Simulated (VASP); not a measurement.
# BN (Fmm2) in VASP: further runs

BN is run at these levels: PBE+D3(BJ); tasks: single point.

Everything below comes from runs of VASP 6.6.1. Logs are shortened: lines on timing, memory, paths and dates and some standing lists are left out, and cuts for length are marked.

## 1. The cell of the first run

It takes space group Fmm2 (No. 42, orthorhombic). Conventional cell: a = 2.135 Å, b = 6.664 Å, c = 4.987 Å, α = 90.00°, β = 90.00°, γ = 90.00°. B (site symmetry mm2) has 3 N at 1.38 to 1.61 Å within 1.8 Å. Within 1.8 Å of N (site symmetry mm2) lie 3 B at 1.38 to 1.61 Å.

## 2. Single point, PBE+D3(BJ)

Input file INCAR:

```
SYSTEM = BN
PREC     = Accurate       ! precision mode
ENCUT    = 600            ! plane-wave cutoff, eV
EDIFF    = 1E-6           ! SCF threshold, eV
ISMEAR   = 0              ! smearing method
SIGMA    = 0.05           ! smearing width, eV
LREAL    = .FALSE.        ! projectors in reciprocal space
LASPH    = .TRUE.         ! aspherical terms in the spheres
NELM     = 120            ! most SCF steps
ALGO     = Normal         ! electronic algorithm
ISIF     = 2              ! what is computed and relaxed
LWAVE    = .FALSE.        ! write WAVECAR
LCHARG   = .FALSE.        ! write CHGCAR
GGA      = PE             ! functional
IVDW     = 12             ! dispersion correction
NBANDS   = 11             ! bands
GGA_COMPAT= .FALSE.
```

Input file KPOINTS:

```
regular mesh
0
G
  12 12 12
  0 0 0
```

Input file POSCAR:

```
BN
1.0
    0.0000000000      3.3322148137      2.4936477542
    1.0676702641      0.0000000000      2.4936477542
    1.0676702641      3.3322148137      0.0000000000
B N
1 1
Direct
   -0.0050004270     -0.0050004270      1.0050004270
    0.6717004170      0.6717004170      0.3282995830
```

Potentials or basis: VASP PAW PBE potentials, release 64 (B, N).

Command:

```bash
cat potpaw_PBE.64/B/POTCAR potpaw_PBE.64/N/POTCAR > POTCAR
mpirun -np 1 vasp_std > vasp.out
```

OUTCAR:

```text
SYSTEM = BN
   PREC = Accurate
   ENCUT = 600
   EDIFF = 1E-6
   ISMEAR = 0
   LREAL = .FALSE.
   LASPH = .TRUE.
   NELM = 120
   ISIF = 2
   GGA = PE
   IVDW = 12
 IVDW          = 12

 ion  position               nearest neighbor table
   1  0.995  0.995  0.005-   2 1.38   2 1.38   2 1.61
   2  0.672  0.672  0.328-   1 1.38   1 1.38   1 1.61

  LATTYP: Found a face centered orthorhombic cell.
 ALAT       =     2.1353405282
 B/A-ratio  =     2.3355972701
 C/A-ratio  =     3.1210149104

  Lattice vectors:

 A1 = (  -0.0000000000,   3.3322148137,   2.4936477542)
 A2 = (  -1.0676702641,   3.3322148137,   0.0000000000)
 A3 = (  -1.0676702641,   0.0000000000,   2.4936477542)

Analysis of symmetry for initial positions (statically):
=====================================================================
 Subroutine PRICEL returns:
 Original cell was already a primitive cell.

 Routine SETGRP: Setting up the symmetry group for a
 face centered orthorhombic supercell.

 Subroutine GETGRP returns: Found  4 space group operations
 (whereof  4 operations were pure point group operations)
 out of a pool of  8 trial point group operations.

The static configuration has the point symmetry C_2v.

Analysis of symmetry for dynamics (positions and initial velocities):
=====================================================================
 Subroutine PRICEL returns:
 Original cell was already a primitive cell.

 Routine SETGRP: Setting up the symmetry group for a
 face centered orthorhombic supercell.

 Subroutine GETGRP returns: Found  4 space group operations
 (whereof  4 operations were pure point group operations)
 out of a pool of  8 trial point group operations.

The dynamic configuration has the point symmetry C_2v.

 Subroutine INISYM returns: Found  4 space group operations
 (whereof  4 operations are pure point group operations),
 and found     1 'primitive' translations

----------------------------------------------------------------------------------------

                                     Primitive cell

  volume of cell :      17.7433

  direct lattice vectors                    reciprocal lattice vectors
     0.000000000  3.332214814  2.493647754    -0.468309381  0.150050350  0.200509474
     1.067670264  0.000000000  2.493647754     0.468309381 -0.150050350  0.200509474
     1.067670264  3.332214814  0.000000000     0.468309381  0.150050350 -0.200509474

  length of vectors
     4.161962841  2.712600029  3.499082074     0.531067635  0.531067635  0.531067635

  position of ions in fractional coordinates (direct lattice)
     0.994999573  0.994999573  0.005000427
     0.671700417  0.671700417  0.328299583

  ion indices of the primitive-cell ions
   primitive index   ion index
                 1           1
                 2           2

----------------------------------------------------------------------------------------

 KPOINTS: regular mesh

Automatic generation of k-mesh.
 Grid dimensions read from file:
 generate k-points for:   12   12   12

 Generating k-lattice:

  Cartesian coordinates                     Fractional coordinates (reciprocal lattice)
    -0.039025782  0.012504196  0.016709123     0.083333333 -0.000000000  0.000000000
     0.039025782 -0.012504196  0.016709123    -0.000000000  0.083333333  0.000000000
     0.039025782  0.012504196 -0.016709123     0.000000000  0.000000000  0.083333333

  Length of vectors
     0.044255636  0.044255636  0.044255636

  Shift w.r.t. Gamma in fractional coordinates (k-lattice)
     0.000000000  0.000000000  0.000000000

 Subroutine IBZKPT returns following result:
 ===========================================

 Found    280 irreducible k-points:

 Following reciprocal coordinates:
            Coordinates               Weight
  0.000000  0.000000  0.000000      1.000000
  0.083333  0.000000 -0.000000      8.000000
  0.166667 -0.000000 -0.000000      8.000000
  0.250000  0.000000  0.000000      8.000000
  0.333333 -0.000000 -0.000000      8.000000
  0.416667  0.000000 -0.000000      8.000000
[... 16 lines left out ...]
  0.500000  0.166667 -0.000000      8.000000
 -0.416667  0.166667  0.000000      8.000000
 [... further k-points ...]
   k-points           NKPTS =    280   k-points in BZ     NKDIM =    280   number of bands    NBANDS=     11
   number of dos      NEDOS =    301   number of ions     NIONS =      2
   total plane-waves  NPLWV =  24192
   dimension x,y,z NGX =    36 NGY =   24 NGZ =   28
   dimension x,y,z NGXF=    72 NGYF=   48 NGZF=   56
   ions per type =               1   1
   NGX,Y,Z   is equivalent  to a cutoff of  14.38, 14.71, 13.30 a.u.
   NGXF,Y,Z  is equivalent  to a cutoff of  28.76, 29.42, 26.61 a.u.
 SYSTEM =  BN
   PREC   = accura    normal or accurate (medium, high low for compatibility)
   ISTART =      0    job   : 0-new  1-cont  2-samecut
   ICHARG =      2    charge: 1-file 2-atom 10-const
   ISPIN  =      1    spin polarized calculation?
   LNONCOLLINEAR =      F non collinear calculations
   LSORBIT =      F    spin-orbit coupling
   LASPH  =      T    aspherical Exc in radial PAW
   ENCUT  =  600.0 eV  44.10 Ry    6.64 a.u.   8.31  5.42  6.99*2*pi/ulx,y,z
   NELM   =    120;   NELMIN=  2; NELMDL= -5     # of ELM steps
   EDIFF  = 0.1E-05   stopping-criterion for ELM
   LREAL  =      F    real-space projection
   EDIFFG = 0.1E-04   stopping-criterion for IOM
   NSW    =      0    number of steps for IOM
   IBRION =     -1    ionic relax: 0-MD 1-quasi-New 2-CG
   NFREE  =      0    steps in history (QN), initial steepest desc. (CG)
   ISIF   =      2    stress and relaxation
   ISYM   =      2    0-nonsym 1-usesym 2-fastsym
   POTIM  = 0.5000    time-step for ionic-motion
   TEBEG  =    0.0;   TEEND  =   0.0 temperature during run
   PSTRESS=    0.0 pullay stress
   NELECT =       8.0000    total number of electrons
   NUPDOWN=      -1.0000    fix difference up-down
   EMIN   =  10.00;   EMAX   =-10.00  energy-range for DOS
   EFERMI =   0.00;   METHOD = LEGACY
   ISMEAR =     0;   SIGMA  =   0.05  broadening in eV -4-tet -1-fermi 0-gaus
   EFERMI_NEDOS =   21; number of points for ismear=-14 and -15
   IALGO  =     38    algorithm
   IMIX   =      4    mixing-type and parameters
     AMIX     =   0.40;   BMIX     =  1.00
     AMIX_MAG =   1.60;   BMIX_MAG =  1.00
  volume/ion in A,a.u.               =       8.87        59.87
  Fermi-wavevector in a.u.,A,eV,Ry     =   1.255335  2.372240 21.440969  1.575867
  Thomas-Fermi vector in A             =   2.389097
   LORBIT       =      0    0 simple, 1 ext, 2 COOP (PROOUT), +10 PAW based schemes
   GGA     = PE    functional components
   LHFCALC =     F    Hartree Fock is set to
   AEXX    =    0.0000 exact exchange contribution
   IVDW    =    12    specifies the selected vdW correction
   LEPSILON=     F    determine dielectric tensor
   LRPA    =     F    only Hartree local field effects (RPA)
 non-spin polarized calculation
 Gauss-broadening in eV      SIGMA  =   0.05
  energy-cutoff  :      600.00
  volume of cell :       17.74
 maximum number of plane-waves:       603
 NGX is ok and might be reduce to    36
   NGX = 17   NGY = 11   NGZ = 13

 number of electron       8.0000000 magnetization

 Free energy of the ion-electron system (eV)
  ---------------------------------------------------
  ext. energy  EPLUGINS =         0.00000000
  ---------------------------------------------------
  free energy    TOTEN  =       -15.67462903 eV

  energy without entropy =      -15.67462903  energy(sigma->0) =      -15.67462903

 E-fermi :   4.2809     XC(G=0): -10.1441

 val. band max:        4.0637296016   @ k =   0.0000   0.0000   0.0000
 cond. band min:       4.7231607869   @ k =   0.0000   0.5000   0.5000
 fundamental gap:      0.6594311854
 Fermi energy:         4.2809208014

 k-point     1 :       0.0000    0.0000    0.0000
  band No.  band energies     occupation
      1     -15.6603      2.00000
      2      -1.8393      2.00000
      3      -0.8334      2.00000
      4       4.0637      2.00000
      5       6.3409      0.00000
      6      10.1935      0.00000
      7      14.8651      0.00000
      8      17.5591      0.00000
      9      22.2414      0.00000
     10      27.4601      0.00000
     11      27.8889      0.00000

 k-point     2 :       0.0833    0.0000   -0.0000
  band No.  band energies     occupation
      1     -15.4821      2.00000
      2      -1.6755      2.00000
      3      -0.9763      2.00000
      4       3.2617      2.00000
      5       6.7152      0.00000
      6      10.6100      0.00000
      7      14.5818      0.00000
      8      17.0809      0.00000
      9      22.9159      0.00000
     10      27.2631      0.00000
     11      28.4198      0.00000

 k-point     3 :       0.1667   -0.0000   -0.0000
  band No.  band energies     occupation
      1     -14.9549      2.00000
      2      -1.3791      2.00000
      3      -1.1425      2.00000
      4       1.4061      2.00000
      5       7.6583      0.00000
      6      11.4849      0.00000
      7      13.8096      0.00000
      8      16.2752      0.00000
      9      24.4217      0.00000
     10      26.3384      0.00000
     11      28.3303      0.00000

 k-point     4 :       0.2500    0.0000    0.0000
  band No.  band energies     occupation
      1     -14.1058      2.00000
      2      -1.8662      2.00000
      3      -0.7992      2.00000
      4      -0.3245      2.00000
      5       8.8138      0.00000
      6      11.9239      0.00000
      7      13.0941      0.00000
      8      16.1334      0.00000
      9      23.4000      0.00000
     10      26.1055      0.00000
     11      26.9969      0.00000

 k-point     5 :       0.3333   -0.0000   -0.0000
  band No.  band energies     occupation
      1     -13.0030      2.00000
      2      -3.2943      2.00000
      3      -2.0297      2.00000
      4       0.7819      2.00000
      5       9.5033      0.00000
      6      10.7220      0.00000
      7      13.9146      0.00000
      8      17.1056      0.00000
      9      21.3254      0.00000
     10      24.9783      0.00000
     11      26.8615      0.00000
[... 211 lines left out ...]
 k-point    21 :       0.3333    0.1667   -0.0000
  band No.  band energies     occupation
      1     -14.2878      2.00000
      2      -4.1065      2.00000
      3      -0.2664      2.00000
      4       0.8364      2.00000
      5       9.5516      0.00000
      6      11.2610      0.00000
      7      13.8892      0.00000
      8      18.9141      0.00000
      9      21.9035      0.00000
     10      23.9022      0.00000
     11      25.2715      0.00000

 k-point    22 :       0.4167    0.1667    0.0000
  band No.  band energies     occupation
      1     -13.3430      2.00000
      2      -4.3837      2.00000
      3      -1.3957      2.00000
      4       0.7233      2.00000
      5       9.6296      0.00000
      6      11.4595      0.00000
      7      14.4766      0.00000
      8      19.2042      0.00000
      9      20.3916      0.00000
     10      23.3045      0.00000
     11      26.4394      0.00000

 k-point    23 :       0.5000    0.1667   -0.0000
  band No.  band energies     occupation
      1     -12.2382      2.00000
      2      -4.6743      2.00000
      3      -3.1929      2.00000
      4       1.8679      2.00000
      5       8.6996      0.00000
      6      11.9805      0.00000
      7      15.1880      0.00000
      8      17.9483      0.00000
      9      20.7893      0.00000
     10      23.6370      0.00000
     11      25.5609      0.00000

 k-point    24 :      -0.4167    0.1667    0.0000
  band No.  band energies     occupation
      1     -11.3033      2.00000
      2      -5.6318      2.00000
      3      -3.4288      2.00000
      4       2.7586      2.00000
      5       7.8871      0.00000
      6      11.8883      0.00000
      7      15.5143      0.00000
      8      17.4145      0.00000
      9      21.1252      0.00000
     10      23.2341      0.00000
     11      25.2215      0.00000

 [... further k-points ...]

------------------------ aborting loop because EDIFF is reached ----------------------------------------

 Edisp (eV)   -0.27469

 E8    (eV) :    -0.0803

  FORCE on cell =-STRESS in cart. coord.  units (eV):
  Direction    XX          YY          ZZ          XY          YZ          ZX
  --------------------------------------------------------------------------------------
  -------------------------------------------------------------------------------------
  Total      15.88556     0.10646   -10.04056     0.00000     0.00000     0.00000
  in kB    1434.42537     9.61325  -906.63625     0.00000     0.00000     0.00000
  external pressure =      179.13 kB  Pullay stress =        0.00 kB

 VOLUME and BASIS-vectors are now :
 -----------------------------------------------------------------------------
  energy-cutoff  :      600.00
  volume of cell :       17.74
      direct lattice vectors                 reciprocal lattice vectors
     0.000000000  3.332214814  2.493647754    -0.468309381  0.150050350  0.200509474
     1.067670264  0.000000000  2.493647754     0.468309381 -0.150050350  0.200509474
     1.067670264  3.332214814  0.000000000     0.468309381  0.150050350 -0.200509474

 POSITION                                       TOTAL-FORCE (eV/Angst)
 -----------------------------------------------------------------------------------
      1.06767      3.33221      4.96236         0.000000      0.000000     -0.044210
      1.06767      3.33221      3.34997         0.000000      0.000000      0.044210
 -----------------------------------------------------------------------------------
    total drift:                                0.000003     -0.000001      0.000100

  FREE ENERGIE OF THE ION-ELECTRON SYSTEM (eV)
  ---------------------------------------------------
  free  energy   TOTEN  =       -15.9493157188 eV

  energy  without entropy=      -15.9493157188  energy(sigma->0) =      -15.94931572
```

It took 1.9 min on 1 thread of Intel Xeon 8259CL, shared host; peak memory 0.22 GiB.

Results:

- Free energy: -15.9493 eV
- Pressure: 17.9 GPa
- Largest force: 0.044 eV/Å
- Band gap on the k mesh: 0.66 eV (least direct gap 2.05 eV)
- Dispersion energy per atom: -0.137 eV

Forces in eV/Å, atoms in the order of the input:
```
B    0.000  0.000 -0.044
N    0.000  0.000  0.044
```

Stress tensor (GPa, compression positive):
```
143.44   0.00   0.00
  0.00   0.96   0.00
  0.00   0.00 -90.66
```

Caveat: the cell differs from its parent crystal (strain +e along x and -e along y -0.0733, strain +e along z and -e/2 along x and y +0.1500); the stress differs along the axes, from -91 to 143 GPa; semilocal functionals underestimate gaps, and a narrow one can read as zero.

(Part 1 of 3 ends here.)
